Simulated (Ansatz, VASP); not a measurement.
Rh in VASP and in Ansatz

```
CELL_PARAMETERS angstrom
-0.09385 1.80195 1.87704
1.80195 -0.09385 1.87704
1.70810 1.70810 0.00000
ATOMIC_POSITIONS crystal
Rh 0.00000 0.00000 0.00000
```

Change from the starting cell: engineering shear strain xy -0.1000, equal normal strain along x and y -0.0400.

Alike in both runs: task single point; functional LDA; k mesh 20 × 20 × 20; occupations gaussian, width 0.15 eV; no spin polarisation.

|  | VASP | Ansatz |
| --- | --- | --- |
| version | VASP 6.6.1 | Ansatz 0.2.0 |
| potentials or method | VASP PAW LDA potentials, release 64 (Rh_pv), cutoff 520 eV | scalar-relativistic, plane waves, PAW |
| valence electrons in the cell | 15 | 17 |

Ansatz gave:

- gap on the k mesh at the Fermi level (eV): none
- pressure (GPa): 38.4
- traceless stress, the component that is largest in VASP (GPa): 35.40

**Question.** What did VASP give for the same quantities?

**Answer.** gap on the k mesh at the Fermi level (eV): none; pressure (GPa): 39.4; traceless stress, the component that is largest in VASP (GPa): 35.60.

Ansatz warns that its potentials were made for another functional, while VASP's fit it. LDA's correlation is that of Perdew and Zunger in VASP and of Perdew and Wang (1992) in Ansatz. A gap of «none» marks a metal or a gap that the smearing closes. Both programs put the cell under a high pressure, so it lies far from rest at this level. VASP's potentials hold 15 valence electrons a cell and Ansatz's 17, so a difference there can come from the potentials and not from the codes.
